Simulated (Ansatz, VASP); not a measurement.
# Two plane-wave programs on AlN

```
Al N
1.0
     0.00000    2.18399    2.18399
     2.18399    0.00000    2.18399
     2.18399    2.18399    0.00000
Al N
1 1
Direct
  0.00000 0.00000 0.00000
  0.75000 0.75000 0.75000
```

Alike in both runs: task single point; functional PBE; k mesh 8 × 8 × 8; no spin polarisation.

```csv
,VASP,Ansatz
version,VASP 6.6.1,Ansatz 0.2.0
potentials or method,"VASP PAW PBE potentials, release 64 (Al, N)","plane waves, PAW"
plane-wave cutoff (eV),520,420
occupations,"gaussian, width 0.01 eV",fixed
valence electrons in the cell,8,8
```

|  | VASP | Ansatz | Ansatz less VASP |
| --- | --- | --- | --- |
| gap on the k mesh at the Fermi level (eV) | 3.32 | 3.33 | +0.008 |
| pressure (GPa) | 4.6 | 4.9 | +0.27 |
